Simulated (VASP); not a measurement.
# Ti (P6/mmm) in VASP: relaxation of shape and atoms at fixed volume with PBEsol

Aim: the relaxation of shape and atoms at fixed volume of Ti with PBEsol.

All numbers are computed with VASP 6.6.1; they aren't measurements. Logs are shortened: lines on timing, memory, paths and dates and some standing lists are left out, and cuts for length are marked.

## 1. The cell of the first run

The structure is hexagonal, space group P6/mmm (No. 191). Conventional cell: a = 4.663 Å, b = 4.663 Å, c = 2.887 Å, α = 90.00°, β = 90.00°, γ = 120.00°. Within 3.8 Å of Ti (site symmetry 6/mmm) lie 14 Ti at 2.89 to 3.05 Å. Ti (site symmetry -6m2) has 11 Ti at 2.69 to 3.05 Å within 3.5 Å.

This isn't the form of Ti at room conditions, which is hcp.

## 2. Relaxation of shape and atoms at fixed volume, PBEsol (18.12 Å³/atom)

The input, INCAR:

```
PREC = Accurate ; ENCUT = 600
EDIFF = 1E-6 ; ISMEAR = 0
SIGMA = 0.1 ; LREAL = F
LASPH = T ; NELM = 60
ALGO = Fast ; ISIF = 4
LWAVE = F ; LCHARG = F
GGA = PS ; IBRION = 2
NSW = 50 ; EDIFFG = -0.01
```

The input, KPOINTS:

```
Automatic mesh
0
Gamma
  12 12 14
```

The input, POSCAR:

```
Ti
1.0
    4.6626749960      0.0000000000      0.0000000000
   -2.3313374980      4.0379949961      0.0000000000
    0.0000000000      0.0000000000      2.8870384475
Ti
3
Direct
    0.0000000000      0.0000000000      0.0000000000
    0.3333333333      0.6666666667      0.5000000000
    0.6666666667      0.3333333333      0.5000000000
```

Potentials or basis: VASP PAW PBE potentials, release 64 (Ti_sv).

Command:

```console
> cat potpaw_PBE.64/Ti_sv/POTCAR > POTCAR
> mpirun -np 1 vasp_std > vasp.out
```

OUTCAR:

```text
PREC = Accurate
   ENCUT = 600
   EDIFF = 1E-6
   ISMEAR = 0
   LREAL = F
   LASPH = T
   NELM = 60
   ISIF = 4
   GGA = PS
   IBRION = 2
   NSW = 50
   EDIFFG = -0.01

 ion  position               nearest neighbor table
   1  0.000  0.000  0.000-
   2  0.333  0.667  0.500-   3 2.69   3 2.69   3 2.69
   3  0.667  0.333  0.500-   2 2.69   2 2.69   2 2.69

  LATTYP: Found a hexagonal cell.
 ALAT       =     4.6626749960
 C/A-ratio  =     0.6191807171

  Lattice vectors:

 A1 = (   4.6626749960,   0.0000000000,   0.0000000000)
 A2 = (  -2.3313374980,   4.0379949961,   0.0000000000)
 A3 = (   0.0000000000,   0.0000000000,   2.8870384475)

Analysis of symmetry for initial positions (statically):
=====================================================================
 Subroutine PRICEL returns:
 Original cell was already a primitive cell.

 Routine SETGRP: Setting up the symmetry group for a
 hexagonal supercell.

 Subroutine GETGRP returns: Found 24 space group operations
 (whereof 24 operations were pure point group operations)
 out of a pool of 24 trial point group operations.

The static configuration has the point symmetry D_6h.

Analysis of symmetry for dynamics (positions and initial velocities):
=====================================================================
 Subroutine PRICEL returns:
 Original cell was already a primitive cell.

 Routine SETGRP: Setting up the symmetry group for a
 hexagonal supercell.

 Subroutine GETGRP returns: Found 24 space group operations
 (whereof 24 operations were pure point group operations)
 out of a pool of 24 trial point group operations.

The dynamic configuration has the point symmetry D_6h.

 Subroutine INISYM returns: Found 24 space group operations
 (whereof 24 operations are pure point group operations),
 and found     1 'primitive' translations

----------------------------------------------------------------------------------------

                                     Primitive cell

  volume of cell :      54.3568

  direct lattice vectors                    reciprocal lattice vectors
     4.662674996  0.000000000  0.000000000     0.214469162  0.123823829  0.000000000
    -2.331337498  4.037994996  0.000000000     0.000000000  0.247647657  0.000000000
     0.000000000  0.000000000  2.887038448     0.000000000  0.000000000  0.346375713

  length of vectors
     4.662674996  4.662674996  2.887038448     0.247647657  0.247647657  0.346375713

  position of ions in fractional coordinates (direct lattice)
     0.000000000  0.000000000  0.000000000
     0.333333333  0.666666667  0.500000000
     0.666666667  0.333333333  0.500000000

  ion indices of the primitive-cell ions
   primitive index   ion index
                 1           1
                 2           2
                 3           3

----------------------------------------------------------------------------------------

 KPOINTS: Automatic mesh

Automatic generation of k-mesh.
 Grid dimensions read from file:
 generate k-points for:   12   12   14

 Generating k-lattice:

  Cartesian coordinates                     Fractional coordinates (reciprocal lattice)
     0.017872430  0.010318652  0.000000000     0.083333333  0.000000000  0.000000000
     0.000000000  0.020637305  0.000000000     0.000000000  0.083333333  0.000000000
     0.000000000  0.000000000  0.024741122     0.000000000  0.000000000  0.071428571

  Length of vectors
[... 54 lines left out ...]
   NELM   =     60;   NELMIN=  2; NELMDL= -5     # of ELM steps
   EDIFF  = 0.1E-05   stopping-criterion for ELM
   LREAL  =      F    real-space projection
   EDIFFG = -.1E-01   stopping-criterion for IOM
   NSW    =     50    number of steps for IOM
   IBRION =      2    ionic relax: 0-MD 1-quasi-New 2-CG
   NFREE  =      1    steps in history (QN), initial steepest desc. (CG)
   ISIF   =      4    stress and relaxation
   ISYM   =      2    0-nonsym 1-usesym 2-fastsym
   POTIM  = 0.5000    time-step for ionic-motion
   TEBEG  =    0.0;   TEEND  =   0.0 temperature during run
   PSTRESS=    0.0 pullay stress
   NELECT =      36.0000    total number of electrons
   NUPDOWN=      -1.0000    fix difference up-down
   EMIN   =  10.00;   EMAX   =-10.00  energy-range for DOS
   EFERMI =   0.00;   METHOD = LEGACY
   ISMEAR =     0;   SIGMA  =   0.10  broadening in eV -4-tet -1-fermi 0-gaus
   EFERMI_NEDOS =   21; number of points for ismear=-14 and -15
   IALGO  =     68    algorithm
   IMIX   =      4    mixing-type and parameters
     AMIX     =   0.40;   BMIX     =  1.00
     AMIX_MAG =   1.60;   BMIX_MAG =  1.00
  volume/ion in A,a.u.               =      18.12       122.27
  Fermi-wavevector in a.u.,A,eV,Ry     =   1.427002  2.696642 27.706005  2.036334
  Thomas-Fermi vector in A             =   2.547218
   LORBIT       =      0    0 simple, 1 ext, 2 COOP (PROOUT), +10 PAW based schemes
   GGA     = PS    functional components
   LHFCALC =     F    Hartree Fock is set to
   AEXX    =    0.0000 exact exchange contribution
   IVDW    =     0    specifies the selected vdW correction
   LEPSILON=     F    determine dielectric tensor
   LRPA    =     F    only Hartree local field effects (RPA)
 conjugate gradient relaxation of ions
 non-spin polarized calculation
 RMM-DIIS sequential band-by-band and
 Gauss-broadening in eV      SIGMA  =   0.10
  energy-cutoff  :      600.00
  volume of cell :       54.36
 maximum number of plane-waves:      1842
 NGX is ok and might be reduce to    40
   NGX = 19   NGY = 19   NGZ = 11

--------------------------------------- Ionic step        1  -------------------------------------------

 number of electron      36.0000005 magnetization

 Free energy of the ion-electron system (eV)
  ---------------------------------------------------
  ext. energy  EPLUGINS =         0.00000000
  ---------------------------------------------------
  free energy    TOTEN  =       -24.90117272 eV

  energy without entropy =      -24.88734476  energy(sigma->0) =      -24.89425874

------------------------ aborting loop EDIFF was not reached (unconverged)  ----------------------------

  FORCE on cell =-STRESS in cart. coord.  units (eV):
  Direction    XX          YY          ZZ          XY          YZ          ZX
  --------------------------------------------------------------------------------------
  -------------------------------------------------------------------------------------
  Total       -3.2855073     -3.2855073     -3.3873866      0.0000000      0.0000000     -0.0000000
  in kB      -96.8410603    -96.8410603    -99.8439731      0.0000000      0.0000000     -0.0000000
  external PRESSURE =     -97.8420313 kB  Pullay stress =       0.0000000 kB

 VOLUME and BASIS-vectors are now :
 -----------------------------------------------------------------------------
  energy-cutoff  :      600.00
  volume of cell :       54.36
      direct lattice vectors                 reciprocal lattice vectors
     4.662674996  0.000000000  0.000000000     0.214469162  0.123823829  0.000000000
    -2.331337498  4.037994996  0.000000000     0.000000000  0.247647657  0.000000000
     0.000000000  0.000000000  2.887038448     0.000000000  0.000000000  0.346375713

 POSITION                                       TOTAL-FORCE (eV/Angst)
 -----------------------------------------------------------------------------------
      0.00000      0.00000      0.00000         0.000000     -0.000000      0.000000
     -0.00000      2.69200      1.44352        -0.000000      0.000000      0.000000
      2.33134      1.34600      1.44352         0.000000     -0.000000     -0.000000
 -----------------------------------------------------------------------------------
    total drift:                               -0.000000      0.000000      0.000000

  FREE ENERGIE OF THE ION-ELECTRON SYSTEM (eV)
  ---------------------------------------------------
  free  energy   TOTEN  =       -24.9011727219 eV

  energy  without entropy=      -24.8873447562  energy(sigma->0) =      -24.89425874

--------------------------------------- Ionic step        2  -------------------------------------------

 number of electron      36.0000005 magnetization

 Free energy of the ion-electron system (eV)
  ---------------------------------------------------
  ext. energy  EPLUGINS =         0.00000000
  ---------------------------------------------------
  free energy    TOTEN  =       -24.90126178 eV

  energy without entropy =      -24.88750059  energy(sigma->0) =      -24.89438118

 E-fermi :   7.6512     XC(G=0): -11.4337

 val. band max:        7.6503576233   @ k =   0.2500   0.0000   0.0714
 cond. band min:       7.6535601261   @ k =   0.3333   0.3333   0.2857
 fundamental gap:      0.0032025028
 Fermi energy:         7.6512388553

 k-point     1 :       0.0000    0.0000    0.0000
  band No.  band energies     occupation
      1     -49.1117      2.00000
      2     -48.8390      2.00000
      3     -48.7011      2.00000
      4     -25.5095      2.00000
      5     -25.5095      2.00000
      6     -25.3579      2.00000
[... 589 lines left out ...]
     21       8.2612      0.00000
     22       8.7342      0.00000

 [... further k-points ...]

------------------------ aborting loop because EDIFF is reached ----------------------------------------

  FORCE on cell =-STRESS in cart. coord.  units (eV):
  Direction    XX          YY          ZZ          XY          YZ          ZX
  --------------------------------------------------------------------------------------
  -------------------------------------------------------------------------------------
  Total       -3.3101785     -3.3101785     -3.3192894      0.0000000      0.0000000      0.0000000
  in kB      -97.5682470    -97.5682470    -97.8367943      0.0000000      0.0000000      0.0000000
  external PRESSURE =     -97.6577628 kB  Pullay stress =       0.0000000 kB

 VOLUME and BASIS-vectors are now :
 -----------------------------------------------------------------------------
  energy-cutoff  :      600.00
  volume of cell :       54.36
      direct lattice vectors                 reciprocal lattice vectors
     4.665222687  0.000000000 -0.000000000     0.214352040  0.123756208  0.000000000
    -2.332611344  4.040201361  0.000000000     0.000000000  0.247512416  0.000000000
     0.000000000  0.000000000  2.883886069     0.000000000  0.000000000  0.346754336

 POSITION                                       TOTAL-FORCE (eV/Angst)
 -----------------------------------------------------------------------------------
     -2.33261      4.04020      0.00000         0.000000      0.000000      0.000000
     -0.00000      2.69347      1.44194        -0.000000     -0.000000     -0.000000
      2.33261      1.34673      1.44194         0.000000      0.000000      0.000000
 -----------------------------------------------------------------------------------
    total drift:                               -0.000000      0.000000      0.000000

  FREE ENERGIE OF THE ION-ELECTRON SYSTEM (eV)
  ---------------------------------------------------
  free  energy   TOTEN  =       -24.9012617804 eV

  energy  without entropy=      -24.8875005870  energy(sigma->0) =      -24.89438118

 reached required accuracy - stopping structural energy minimisation
```

Wall time 7.3 min (1 thread of Intel Xeon 6975P-C (Granite Rapids), shared host); peak memory 0.32 GiB.

What came out:

- Free energy: -24.9013 eV
- Energy gained by relaxing: 0.0 meV/atom
- Ionic steps: 2
- Pressure after relaxing: -9.8 GPa
- Band gap on the k mesh: zero (bands 18 and 19 overlap by 0.22 eV)

Final structure:
```yaml
crystal:
  lattice:
    - [4.66522, 0.00000, 0.00000]
    - [-2.33261, 4.04020, 0.00000]
    - [0.00000, 0.00000, 2.88389]
  atoms:
    - { symbol: Ti, position: [0.00000, 0.00000, 0.00000] }
    - { symbol: Ti, position: [0.33333, 0.66667, 0.50000] }
    - { symbol: Ti, position: [0.66667, 0.33333, 0.50000] }
```

Levels at points of the mesh, in eV from the Fermi level:
```tsv
k point	band 15	band 16	band 17	band 18	band 19	band 20	band 21	band 22
(0.00, 0.00, 0.00)	-0.69	-0.69	-0.58	-0.58	-0.04	0.64	1.22	1.22
(0.50, 0.00, 0.00)	-2.48	-0.35	-0.34	-0.31	0.08	0.50	0.96	1.00
(0.00, 0.00, 0.50)	-1.89	-1.72	-1.48	-1.48	1.01	1.01	1.16	1.16
(0.50, 0.00, 0.50)	-1.54	-1.05	-0.65	-0.58	0.36	0.77	0.78	0.96
```

Caveat: the PAW data sets were made with another functional, which shifts forces and pressure a little.
